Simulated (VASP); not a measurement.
# Ta4O (P6/mmm) in VASP: single point with PBE

Aim: the single point of Ta4O with PBE.

Program: VASP 6.6.1. These are calculated values, not measurements. Logs are shortened: lines on timing, memory, paths and dates and some standing lists are left out, and cuts for length are marked.

**1. The cell of the first run**

It takes space group P6/mmm (No. 191, hexagonal). The conventional cell has a = 3.720 Å, b = 3.720 Å, c = 6.548 Å, α = 90.00°, β = 90.00°, γ = 120.00°. Ta (site symmetry 3m) has 3 Ta at 2.15 Å and 3 O at 2.64 Å within 2.8 Å. Within 3.5 Å of O (site symmetry 6/mmm) lie 12 Ta at 2.64 Å.

The cell was built from a structure type or drawn by symmetry, and may not be a known phase.

**2. Single point, PBE**

INCAR

```
PREC = Accurate ; ENCUT = 520
EDIFF = 1E-6 ; ISMEAR = 0
SIGMA = 0.1 ; LREAL = F
LASPH = T ; NELM = 100
ALGO = Normal ; ISIF = 2
LWAVE = F ; LCHARG = F
GGA = PE ; NBANDS = 33
```

KPOINTS

```
regular mesh
0
Gamma
  6 6 4
```

POSCAR

```
Ta4O
1.0
    3.7197268300      0.0000000000      0.0000000000
   -1.8598634100      3.2213779300      0.0000000000
    0.0000000000      0.0000000000      6.5481230700
Ta O
4 1
Direct
    0.3333333300      0.6666666700      0.7653334400
    0.3333333300      0.6666666700      0.2346665600
    0.6666666700      0.3333333300      0.2346665600
    0.6666666700      0.3333333300      0.7653334400
    0.0000000000      0.0000000000      0.0000000000
```

Potentials or basis: VASP PAW PBE potentials, release 64 (Ta_pv, O).

Started as:

```console
cat potpaw_PBE.64/Ta_pv/POTCAR potpaw_PBE.64/O/POTCAR > POTCAR
mpirun -np 1 vasp_std > vasp.out
```

OUTCAR:

```text
PREC = Accurate
   ENCUT = 520
   EDIFF = 1E-6
   ISMEAR = 0
   LREAL = F
   LASPH = T
   NELM = 100
   ISIF = 2
   GGA = PE

 ion  position               nearest neighbor table
   1  0.333  0.667  0.765-   4 2.15   4 2.15   4 2.15   5 2.64   5 2.64   5 2.64   2 3.07   2 3.47

   2  0.333  0.667  0.235-   3 2.15   3 2.15   3 2.15   5 2.64   5 2.64   5 2.64   1 3.07   1 3.47

   3  0.667  0.333  0.235-   2 2.15   2 2.15   2 2.15   5 2.64   5 2.64   5 2.64   4 3.07   4 3.47

   4  0.667  0.333  0.765-   1 2.15   1 2.15   1 2.15   5 2.64   5 2.64   5 2.64   3 3.07   3 3.47

   5  0.000  0.000  0.000-   1 2.64   2 2.64   3 2.64   4 2.64   1 2.64   2 2.64   3 2.64   4 2.64
                             3 2.64   4 2.64   1 2.64   2 2.64

  LATTYP: Found a hexagonal cell.
 ALAT       =     3.7197268300
 C/A-ratio  =     1.7603774065

  Lattice vectors:

 A1 = (   3.7197268300,   0.0000000000,   0.0000000000)
 A2 = (  -1.8598634100,   3.2213779300,   0.0000000000)
 A3 = (   0.0000000000,   0.0000000000,   6.5481230700)

Analysis of symmetry for initial positions (statically):
=====================================================================
 Subroutine PRICEL returns:
 Original cell was already a primitive cell.

 Routine SETGRP: Setting up the symmetry group for a
 hexagonal supercell.

 Subroutine GETGRP returns: Found 24 space group operations
 (whereof 24 operations were pure point group operations)
 out of a pool of 24 trial point group operations.

The static configuration has the point symmetry D_6h.

Analysis of symmetry for dynamics (positions and initial velocities):
=====================================================================
 Subroutine PRICEL returns:
 Original cell was already a primitive cell.

 Routine SETGRP: Setting up the symmetry group for a
 hexagonal supercell.

 Subroutine GETGRP returns: Found 24 space group operations
 (whereof 24 operations were pure point group operations)
 out of a pool of 24 trial point group operations.

The dynamic configuration has the point symmetry D_6h.

 Subroutine INISYM returns: Found 24 space group operations
 (whereof 24 operations are pure point group operations),
 and found     1 'primitive' translations

----------------------------------------------------------------------------------------

                                     Primitive cell

[... 92 lines left out ...]
   EDIFF  = 0.1E-05   stopping-criterion for ELM
   LREAL  =      F    real-space projection
   EDIFFG = 0.1E-04   stopping-criterion for IOM
   NSW    =      0    number of steps for IOM
   IBRION =     -1    ionic relax: 0-MD 1-quasi-New 2-CG
   NFREE  =      0    steps in history (QN), initial steepest desc. (CG)
   ISIF   =      2    stress and relaxation
   ISYM   =      2    0-nonsym 1-usesym 2-fastsym
   POTIM  = 0.5000    time-step for ionic-motion
   TEBEG  =    0.0;   TEEND  =   0.0 temperature during run
   PSTRESS=    0.0 pullay stress
   NELECT =      50.0000    total number of electrons
   NUPDOWN=      -1.0000    fix difference up-down
   EMIN   =  10.00;   EMAX   =-10.00  energy-range for DOS
   EFERMI =   0.00;   METHOD = LEGACY
   ISMEAR =     0;   SIGMA  =   0.10  broadening in eV -4-tet -1-fermi 0-gaus
   EFERMI_NEDOS =   21; number of points for ismear=-14 and -15
   IALGO  =     38    algorithm
   IMIX   =      4    mixing-type and parameters
     AMIX     =   0.40;   BMIX     =  1.00
     AMIX_MAG =   1.60;   BMIX_MAG =  1.00
  volume/ion in A,a.u.               =      15.69       105.90
  Fermi-wavevector in a.u.,A,eV,Ry     =   1.408775  2.662199 27.002763  1.984647
  Thomas-Fermi vector in A             =   2.530898
   LORBIT       =      0    0 simple, 1 ext, 2 COOP (PROOUT), +10 PAW based schemes
   GGA     = PE    functional components
   LHFCALC =     F    Hartree Fock is set to
   AEXX    =    0.0000 exact exchange contribution
   IVDW    =     0    specifies the selected vdW correction
   LEPSILON=     F    determine dielectric tensor
   LRPA    =     F    only Hartree local field effects (RPA)
 non-spin polarized calculation
 Gauss-broadening in eV      SIGMA  =   0.10
  energy-cutoff  :      520.00
  volume of cell :       78.46
 maximum number of plane-waves:      2133
 NGX is ok and might be reduce to    28
   NGX = 13   NGY = 13   NGZ = 25

 number of electron      50.0000002 magnetization

 Free energy of the ion-electron system (eV)
  ---------------------------------------------------
  ext. energy  EPLUGINS =         0.00000000
  ---------------------------------------------------
  free energy    TOTEN  =       -32.88209738 eV

  energy without entropy =      -32.85279152  energy(sigma->0) =      -32.86744445

 E-fermi :   5.2275     XC(G=0): -12.1961

 val. band max:        5.2165538002   @ k =   0.1667   0.0000   0.0000
 cond. band min:       5.2353639556   @ k =   0.1667   0.0000   0.0000
 fundamental gap:      0.0188101554
 Fermi energy:         5.2275192910

 k-point     1 :       0.0000    0.0000    0.0000
  band No.  band energies     occupation
      1     -31.0154      2.00000
      2     -31.0154      2.00000
      3     -30.9849      2.00000
      4     -30.9849      2.00000
      5     -29.1586      2.00000
      6     -28.8133      2.00000
[... 745 lines left out ...]
     32       8.2270      0.00000
     33      11.0067      0.00000

------------------------ aborting loop because EDIFF is reached ----------------------------------------

  FORCE on cell =-STRESS in cart. coord.  units (eV):
  Direction    XX          YY          ZZ          XY          YZ          ZX
  --------------------------------------------------------------------------------------
  -------------------------------------------------------------------------------------
  Total       56.3549522     56.3549523     -5.3724043      0.0000001      0.0000000      0.0000000
  in kB     1150.7291351   1150.7291352   -109.7007787      0.0000018      0.0000000      0.0000000
  external PRESSURE =     730.5858306 kB  Pullay stress =       0.0000000 kB

 VOLUME and BASIS-vectors are now :
 -----------------------------------------------------------------------------
  energy-cutoff  :      520.00
  volume of cell :       78.46
      direct lattice vectors                 reciprocal lattice vectors
     3.719726830  0.000000000  0.000000000     0.268836946  0.155213083  0.000000000
    -1.859863410  3.221377930  0.000000000     0.000000000  0.310426166  0.000000000
     0.000000000  0.000000000  6.548123070     0.000000000  0.000000000  0.152715517

 POSITION                                       TOTAL-FORCE (eV/Angst)
 -----------------------------------------------------------------------------------
     -0.00000      2.14759      5.01150         0.000000     -0.000000     -1.524586
     -0.00000      2.14759      1.53663         0.000000     -0.000000      1.524586
      1.85986      1.07379      1.53663        -0.000000      0.000000      1.524586
      1.85986      1.07379      5.01150        -0.000000      0.000000     -1.524586
      0.00000      0.00000      0.00000        -0.000000      0.000000     -0.000000
 -----------------------------------------------------------------------------------
    total drift:                                0.000000      0.000000      0.000000

  FREE ENERGIE OF THE ION-ELECTRON SYSTEM (eV)
  ---------------------------------------------------
  free  energy   TOTEN  =       -32.8820973813 eV

  energy  without entropy=      -32.8527915218  energy(sigma->0) =      -32.86744445
```

stdout:

```text
POSCAR found type information on POSCAR TaO
 POSCAR found :  2 types and       5 ions
 scaLAPACK will be used
 LDA part: xc-table for (Slater+PW92), standard interpolation
 POSCAR, INCAR and KPOINTS ok, starting setup
 FFT: planning ... GRIDC
 FFT: planning ... GRID_SOFT
 FFT: planning ... GRID
 WAVECAR not read
 entering main loop
```

It took 48 s on 1 thread of Intel Xeon 8259CL, shared host; peak memory 0.21 GiB.

What came out:

* Free energy: -32.8821 eV
* Pressure: 73.1 GPa
* Largest force: 1.525 eV/Å
* Band gap on the k mesh: zero (bands 25 and 26 overlap by 1.52 eV)

Forces on the atoms (eV/Å):
```
Ta   0.000  0.000 -1.525
Ta   0.000  0.000  1.525
Ta   0.000  0.000  1.525
Ta   0.000  0.000 -1.525
O    0.000  0.000  0.000
```

Stress tensor (GPa, compression positive):
```
115.07   0.00   0.00
  0.00 115.07   0.00
  0.00   0.00 -10.97
```

Caveat: the cell stands under pressure; spin-orbit coupling is left out, which moves the levels of the heavy elements; forces of over 1 eV/Å act on the atoms, so gaps and moduli don't describe the material at rest.
